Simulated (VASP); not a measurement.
# KGaSb (P6_3mc) in VASP: single point with PBE

Aim: the single point of KGaSb with PBE.

Everything below comes from runs of VASP 6.6.1. Logs are shortened: lines on timing, memory, paths and dates and some standing lists are left out, and cuts for length are marked.

## Step 1: The cell of the first run

The structure is hexagonal, space group P6_3mc (No. 186). The conventional cell has a = 4.461 Å, b = 4.461 Å, c = 12.228 Å, α = 90.00°, β = 90.00°, γ = 120.00°. K (site symmetry 3m) has 4 Sb at 3.59 to 3.61 Å and 6 Ga at 3.69 to 4.32 Å and 6 K at 4.46 Å within 4.7 Å. Ga (site symmetry 3m) has 3 Sb at 2.75 Å within 3.6 Å. Sb (site symmetry 3m) has 3 Ga at 2.75 Å and 3 K at 3.59 Å within 3.6 Å.

## Step 2: Single point, PBE

Contents of INCAR:

```
PREC = Accurate
ENCUT = 520
EDIFF = 1E-7
ISMEAR = 0
SIGMA = 0.0294
LREAL = False
LASPH = True
NELM = 80
ALGO = Normal
ISIF = 2
LWAVE = False
LCHARG = False
GGA = PE
NBANDS = 36
```

Contents of KPOINTS:

```
Automatic mesh
0
Gamma
  9 9 3
```

Contents of POSCAR:

```
KGaSb
1.0
    2.2305595403      3.8634424530      0.0000000000
   -2.2305595403      3.8634424530      0.0000000000
    0.0000000000      0.0000000000     12.2282366547
K Ga Sb
2 2 2
Direct
    0.3333333333      0.3333333333      0.7020477455
    0.6666666667      0.6666666667      0.2020477455
    0.0000000000      0.0000000000     -0.0145569531
    0.0000000000      0.0000000000      0.4854430469
    0.3333333333      0.3333333333      0.4066092076
    0.6666666667      0.6666666667      0.9066092076
```

Potentials or basis: VASP PAW PBE potentials, release 64 (K_sv, Ga_d, Sb).

Launch:

```sh
$ cat potpaw_PBE.64/K_sv/POTCAR potpaw_PBE.64/Ga_d/POTCAR potpaw_PBE.64/Sb/POTCAR > POTCAR
$ mpirun -np 1 vasp_std > vasp.out
```

OUTCAR:

```text
PREC = Accurate
   ENCUT = 520
   EDIFF = 1E-7
   ISMEAR = 0
   LREAL = False
   LASPH = True
   NELM = 80
   ISIF = 2
   GGA = PE

 ion  position               nearest neighbor table
   1  0.333  0.333  0.702-   6 3.59   6 3.59   6 3.59   5 3.61
   2  0.667  0.667  0.202-   5 3.59   5 3.59   5 3.59   6 3.61
   3  0.000  0.000  0.985-   6 2.75   6 2.75   6 2.75
   4  0.000  0.000  0.485-   5 2.75   5 2.75   5 2.75
   5  0.333  0.333  0.407-   4 2.75   4 2.75   4 2.75   2 3.59   2 3.59   2 3.59   1 3.61
   6  0.667  0.667  0.907-   3 2.75   3 2.75   3 2.75   1 3.59   1 3.59   1 3.59   2 3.61

  LATTYP: Found a hexagonal cell.
 ALAT       =     4.4611190805
 C/A-ratio  =     2.7410693223

  Lattice vectors:

 A1 = (   2.2305595403,  -3.8634424530,   0.0000000000)
 A2 = (   2.2305595403,   3.8634424530,   0.0000000000)
 A3 = (   0.0000000000,   0.0000000000,  12.2282366547)

Analysis of symmetry for initial positions (statically):
=====================================================================
 Subroutine PRICEL returns:
 Original cell was already a primitive cell.

 Routine SETGRP: Setting up the symmetry group for a
 hexagonal supercell.

 Subroutine GETGRP returns: Found 12 space group operations
 (whereof  6 operations were pure point group operations)
 out of a pool of 24 trial point group operations.

The static configuration has the point symmetry C_3v.
 The point group associated with its full space group is C_6v.

Analysis of symmetry for dynamics (positions and initial velocities):
=====================================================================
 Subroutine PRICEL returns:
 Original cell was already a primitive cell.

 Routine SETGRP: Setting up the symmetry group for a
 hexagonal supercell.

 Subroutine GETGRP returns: Found 12 space group operations
 (whereof  6 operations were pure point group operations)
 out of a pool of 24 trial point group operations.

The dynamic configuration has the point symmetry C_3v.
 The point group associated with its full space group is C_6v.

 Subroutine INISYM returns: Found 12 space group operations
 (whereof  6 operations are pure point group operations),
 and found     1 'primitive' translations

----------------------------------------------------------------------------------------

                                     Primitive cell

  volume of cell :     210.7570

  direct lattice vectors                    reciprocal lattice vectors
     2.230559540  3.863442453  0.000000000     0.224159002  0.129418260  0.000000000
    -2.230559540  3.863442453  0.000000000    -0.224159002  0.129418260  0.000000000
     0.000000000  0.000000000 12.228236655     0.000000000  0.000000000  0.081777940

  length of vectors
     4.461119081  4.461119081 12.228236655     0.258836520  0.258836520  0.081777940

  position of ions in fractional coordinates (direct lattice)
     0.333333333  0.333333333  0.702047746
     0.666666667  0.666666667  0.202047746
     0.000000000  0.000000000  0.985443047
     0.000000000  0.000000000  0.485443047
     0.333333333  0.333333333  0.406609208
     0.666666667  0.666666667  0.906609208

  ion indices of the primitive-cell ions
   primitive index   ion index
                 1           1
                 2           2
                 3           3
                 4           4
                 5           5
                 6           6

----------------------------------------------------------------------------------------

 KPOINTS: Automatic mesh

Automatic generation of k-mesh.
 Grid dimensions read from file:
 generate k-points for:    9    9    3

 Generating k-lattice:

  Cartesian coordinates                     Fractional coordinates (reciprocal lattice)
     0.024906556  0.014379807  0.000000000     0.111111111  0.000000000  0.000000000
    -0.024906556  0.014379807  0.000000000     0.000000000  0.111111111  0.000000000
     0.000000000  0.000000000  0.027259313     0.000000000  0.000000000  0.333333333

  Length of vectors
     0.028759613  0.028759613  0.027259313

  Shift w.r.t. Gamma in fractional coordinates (k-lattice)
     0.000000000  0.000000000  0.000000000

 Subroutine IBZKPT returns following result:
 ===========================================

 Found     24 irreducible k-points:

 Following reciprocal coordinates:
            Coordinates               Weight
  0.000000  0.000000  0.000000      1.000000
  0.111111  0.000000  0.000000      6.000000
  0.222222  0.000000  0.000000      6.000000
  0.333333  0.000000  0.000000      6.000000
  0.444444  0.000000  0.000000      6.000000
  0.222222  0.111111  0.000000      6.000000
[... 16 lines left out ...]
 -0.444444  0.222222  0.333333     24.000000
 -0.333333  0.333333  0.333333      4.000000
   k-points           NKPTS =     24   k-points in BZ     NKDIM =     24   number of bands    NBANDS=     36
   number of dos      NEDOS =    301   number of ions     NIONS =      6
   total plane-waves  NPLWV = 124416
   dimension x,y,z NGX =    36 NGY =   36 NGZ =   96
   dimension x,y,z NGXF=    72 NGYF=   72 NGZF=  192
   ions per type =               2   2   2
   NGX,Y,Z   is equivalent  to a cutoff of  13.42, 13.42, 13.05 a.u.
   NGXF,Y,Z  is equivalent  to a cutoff of  26.83, 26.83, 26.10 a.u.
 SYSTEM =  unknown system
   PREC   = accura    normal or accurate (medium, high low for compatibility)
   ISTART =      0    job   : 0-new  1-cont  2-samecut
   ICHARG =      2    charge: 1-file 2-atom 10-const
   ISPIN  =      1    spin polarized calculation?
   LNONCOLLINEAR =      F non collinear calculations
   LSORBIT =      F    spin-orbit coupling
   LASPH  =      T    aspherical Exc in radial PAW
   ENCUT  =  520.0 eV  38.22 Ry    6.18 a.u.   8.29  8.29 22.74*2*pi/ulx,y,z
   NELM   =     80;   NELMIN=  2; NELMDL= -5     # of ELM steps
   EDIFF  = 0.1E-06   stopping-criterion for ELM
   LREAL  =      F    real-space projection
   EDIFFG = 0.1E-05   stopping-criterion for IOM
   NSW    =      0    number of steps for IOM
   IBRION =     -1    ionic relax: 0-MD 1-quasi-New 2-CG
   NFREE  =      0    steps in history (QN), initial steepest desc. (CG)
   ISIF   =      2    stress and relaxation
   ISYM   =      2    0-nonsym 1-usesym 2-fastsym
   POTIM  = 0.5000    time-step for ionic-motion
   TEBEG  =    0.0;   TEEND  =   0.0 temperature during run
   PSTRESS=    0.0 pullay stress
   NELECT =      54.0000    total number of electrons
   NUPDOWN=      -1.0000    fix difference up-down
   EMIN   =  10.00;   EMAX   =-10.00  energy-range for DOS
   EFERMI =   0.00;   METHOD = LEGACY
   ISMEAR =     0;   SIGMA  =   0.03  broadening in eV -4-tet -1-fermi 0-gaus
   EFERMI_NEDOS =   21; number of points for ismear=-14 and -15
   IALGO  =     38    algorithm
   IMIX   =      4    mixing-type and parameters
     AMIX     =   0.40;   BMIX     =  1.00
     AMIX_MAG =   1.60;   BMIX_MAG =  1.00
  volume/ion in A,a.u.               =      35.13       237.04
  Fermi-wavevector in a.u.,A,eV,Ry     =   1.039789  1.964917 14.710102  1.081162
  Thomas-Fermi vector in A             =   2.174336
   LORBIT       =      0    0 simple, 1 ext, 2 COOP (PROOUT), +10 PAW based schemes
   GGA     = PE    functional components
   LHFCALC =     F    Hartree Fock is set to
   AEXX    =    0.0000 exact exchange contribution
   IVDW    =     0    specifies the selected vdW correction
   LEPSILON=     F    determine dielectric tensor
   LRPA    =     F    only Hartree local field effects (RPA)
 non-spin polarized calculation
 Gauss-broadening in eV      SIGMA  =   0.03
  energy-cutoff  :      520.00
  volume of cell :      210.76
 maximum number of plane-waves:      5727
 NGX is ok and might be reduce to    36
   NGX = 17   NGY = 17   NGZ = 45

 number of electron      54.0000021 magnetization

 Free energy of the ion-electron system (eV)
  ---------------------------------------------------
  ext. energy  EPLUGINS =         0.00000000
  ---------------------------------------------------
  free energy    TOTEN  =       -17.47947748 eV

  energy without entropy =      -17.47752907  energy(sigma->0) =      -17.47850328

 E-fermi :   2.6464     XC(G=0):  -8.0194

 val. band max:        2.6272778942   @ k =   0.3333   0.0000   0.0000
 cond. band min:       2.6695203907   @ k =   0.4444   0.1111   0.0000
 fundamental gap:      0.0422424965
 Fermi energy:         2.6464154680

 k-point     1 :       0.0000    0.0000    0.0000
  band No.  band energies     occupation
      1     -28.3729      2.00000
      2     -28.3729      2.00000
      3     -12.0590      2.00000
      4     -12.0589      2.00000
      5     -12.0562      2.00000
      6     -12.0562      2.00000
[... 28 lines left out ...]
     35       5.8203      0.00000
     36       7.7187      0.00000

 k-point     2 :       0.1111    0.0000    0.0000
  band No.  band energies     occupation
      1     -28.3723      2.00000
      2     -28.3722      2.00000
      3     -12.0629      2.00000
      4     -12.0624      2.00000
      5     -12.0559      2.00000
      6     -12.0556      2.00000
[... 28 lines left out ...]
     35       6.1909      0.00000
     36       7.1069      0.00000

 k-point     3 :       0.2222    0.0000    0.0000
  band No.  band energies     occupation
      1     -28.3706      2.00000
      2     -28.3706      2.00000
      3     -12.0696      2.00000
      4     -12.0685      2.00000
      5     -12.0557      2.00000
      6     -12.0547      2.00000
[... 28 lines left out ...]
     35       6.8890      0.00000
     36       6.9214      0.00000
[... 742 lines left out ...]
 k-point    23 :      -0.4444    0.2222    0.3333
  band No.  band energies     occupation
      1     -28.3670      2.00000
      2     -28.3669      2.00000
      3     -12.0799      2.00000
      4     -12.0789      2.00000
      5     -12.0596      2.00000
      6     -12.0583      2.00000
[... 28 lines left out ...]
     35       7.1174      0.00000
     36       7.3730      0.00000

 k-point    24 :      -0.3333    0.3333    0.3333
  band No.  band energies     occupation
      1     -28.3666      2.00000
      2     -28.3666      2.00000
      3     -12.0797      2.00000
      4     -12.0797      2.00000
      5     -12.0601      2.00000
      6     -12.0601      2.00000
[... 28 lines left out ...]
     35       7.4051      0.00000
     36       7.4802      0.00000

------------------------ aborting loop because EDIFF is reached ----------------------------------------

  FORCE on cell =-STRESS in cart. coord.  units (eV):
  Direction    XX          YY          ZZ          XY          YZ          ZX
  --------------------------------------------------------------------------------------
  -------------------------------------------------------------------------------------
  Total        0.0266391      0.0266391      0.0959833     -0.0000000      0.0000000      0.0000000
  in kB        0.2025107      0.2025107      0.7296657     -0.0000000      0.0000000      0.0000000
  external PRESSURE =       0.3782291 kB  Pullay stress =       0.0000000 kB

 VOLUME and BASIS-vectors are now :
 -----------------------------------------------------------------------------
  energy-cutoff  :      520.00
  volume of cell :      210.76
      direct lattice vectors                 reciprocal lattice vectors
     2.230559540  3.863442453  0.000000000     0.224159002  0.129418260  0.000000000
    -2.230559540  3.863442453  0.000000000    -0.224159002  0.129418260  0.000000000
     0.000000000  0.000000000 12.228236655     0.000000000  0.000000000  0.081777940

 POSITION                                       TOTAL-FORCE (eV/Angst)
 -----------------------------------------------------------------------------------
      0.00000      2.57563      8.58481        -0.000000      0.000000      0.003616
      0.00000      5.15126      2.47069         0.000000     -0.000000      0.003616
      0.00000      0.00000     12.05023        -0.000000     -0.000000      0.003656
      0.00000      0.00000      5.93611        -0.000000      0.000000      0.003656
      0.00000      2.57563      4.97211         0.000000     -0.000000     -0.007271
      0.00000      5.15126     11.08623         0.000000      0.000000     -0.007271
 -----------------------------------------------------------------------------------
    total drift:                               -0.000000      0.000000     -0.001213

  FREE ENERGIE OF THE ION-ELECTRON SYSTEM (eV)
  ---------------------------------------------------
  free  energy   TOTEN  =       -17.4794774808 eV

  energy  without entropy=      -17.4775290716  energy(sigma->0) =      -17.47850328
```

Wall time 6.2 min (1 thread of Intel Xeon 8259CL, shared host); peak memory 0.45 GiB.

What came out:

* Free energy: -17.4795 eV
* Pressure: 0.0 GPa
* Largest force: 0.007 eV/Å
* Band gap on the k mesh: zero (band 27 reaches 2.93 eV, above the bottom of band 28 at 2.31 eV)

Forces in eV/Å, atoms in the order of the input:
```
K    0.000  0.000  0.004
K    0.000  0.000  0.004
Ga   0.000  0.000  0.004
Ga   0.000  0.000  0.004
Sb   0.000  0.000 -0.007
Sb   0.000  0.000 -0.007
```

Caveat: spin-orbit coupling is left out, which moves the levels of the heavy elements.
